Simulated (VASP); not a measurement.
A run of VASP 6.6.1 is set up as follows.

File POSCAR:

```
H8CO6
1.0
    5.5112720000      0.0000000000      0.0000000000
    0.0000000000      5.5112720000      0.0000000000
    0.0000000000      0.0000000000      5.5112720000
O H C
6 8 1
Direct
    0.0733950348      0.7354744966      0.7938820657
    0.4440535688      0.5205331909      0.0946605430
    0.5553708835      0.9827495359      0.8343990280
    0.7964948926      0.4216449488      0.4643755561
    0.1104100832     -0.0000907232      0.3003843759
   -0.0088908695      0.2685405474      0.0009616655
   -0.0330776634      0.6328303158      0.6980965556
    0.1802850594      0.8144943672      0.6782644732
    0.2901326590      0.5699228781      0.0289588320
    0.5149083551      0.3970952622     -0.0136810522
    0.7383232038      0.9641694331      0.8156011897
    0.5388774134      0.8512191015      0.9481295788
    0.7355470752      0.2932535357      0.5650238275
    0.6591037423      0.4982515833      0.3840311275
    0.0509501255      0.1424535026      0.1543563809
```

INCAR.step1

```
SYSTEM = H8CO6
PREC = Accurate ; ENCUT = 520
ISMEAR = -1 ; SIGMA = 0.05
LREAL = Auto ; LASPH = .TRUE.
NELM = 100 ; NBANDS = 37
GGA = PE ; ALGO = Normal
EDIFF = 1E-4 ; LWAVE = .TRUE.
LCHARG = .FALSE.
```

The input INCAR.step2:

```
SYSTEM = H8CO6
PREC = Accurate ; ENCUT = 520
EDIFF = 1E-6 ; ISMEAR = -1
SIGMA = 0.05 ; LREAL = Auto
LASPH = .TRUE. ; NELM = 100
ALGO = Normal ; ISIF = 2
LWAVE = .FALSE. ; LCHARG = .FALSE.
METAGGA = R2SCAN ; LMIXTAU = .TRUE.
NBANDS = 37 ; ISTART = 1
```

File KPOINTS:

```
Automatic mesh
0
G
  1 1 1
  0 0 0
```

Potentials or basis: VASP PAW PBE potentials, release 64 (O, H, C).

Launch:

```console
$ cat potpaw_PBE.64/O/POTCAR potpaw_PBE.64/H/POTCAR potpaw_PBE.64/C/POTCAR > POTCAR
$ cp INCAR.step1 INCAR
$ mpirun -np 1 vasp_gam > vasp.out
$ cp INCAR.step2 INCAR
$ mpirun -np 1 vasp_gam > vasp.out
```

(1) What does it give for the largest force?

(2) Estimate the pressure.

Results:

(1) 2.986 eV/Å.

(2) -0.3 GPa.

Caveat: the k points lie up to 1.14 Å⁻¹ apart, too coarse for converged energies, forces and pressures; the PAW data sets were made with another functional, which shifts forces and pressure a little.
